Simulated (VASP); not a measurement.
Sc: electric field gradients with PBE

Crystal: Sc.

```
Sc
1.0
     0.00000    2.28927    2.28927
     2.28927    0.00000    2.28927
     2.28927    2.28927    0.00000
Sc
1
Direct
  0.00000 0.00000 0.00000
```

This cell differs from its parent crystal: volume scaled by 1.025.

| Property | Result |
| --- | --- |
| Program | VASP 6.6.1 |
| Task | electric field gradients |
| Functional | PBE |
| Potentials or basis | VASP PAW PBE potentials, release 64 (Sc_sv) |
| Cutoff | 520 eV |
| k mesh | 12 × 12 × 12 |
| Occupations | fermi-dirac, width 0.03 eV |
| Spin | no spin polarisation |
| Dipole correction | no |
| Further INCAR settings | ALGO = Normal; EDIFF = 1e-08; NBANDS = 12 |

| Property | Result |
| --- | --- |
| Pressure | 1.5 GPa |

Levels at points of the mesh, in eV from the Fermi level:
| k point | band 3 | band 4 | band 5 | band 6 | band 7 | band 8 |
| --- | --- | --- | --- | --- | --- | --- |
| (0.00, 0.00, 0.00) | -27.77 | -27.77 | -5.24 | 1.62 | 1.62 | 1.62 |
| (0.50, 0.00, 0.00) | -27.83 | -27.83 | -1.80 | 0.28 | 1.50 | 1.50 |
| (0.50, 0.50, 0.00) | -27.92 | -27.92 | -1.58 | -0.66 | 2.01 | 3.96 |

It took 25 s on 1 thread of Intel Xeon 8259CL (shared host), peak memory 0.15 GiB.

Caveat: without QUAD_EFG the Cq values of the log hold for a quadrupole moment of 1 mb, not for the nuclei.
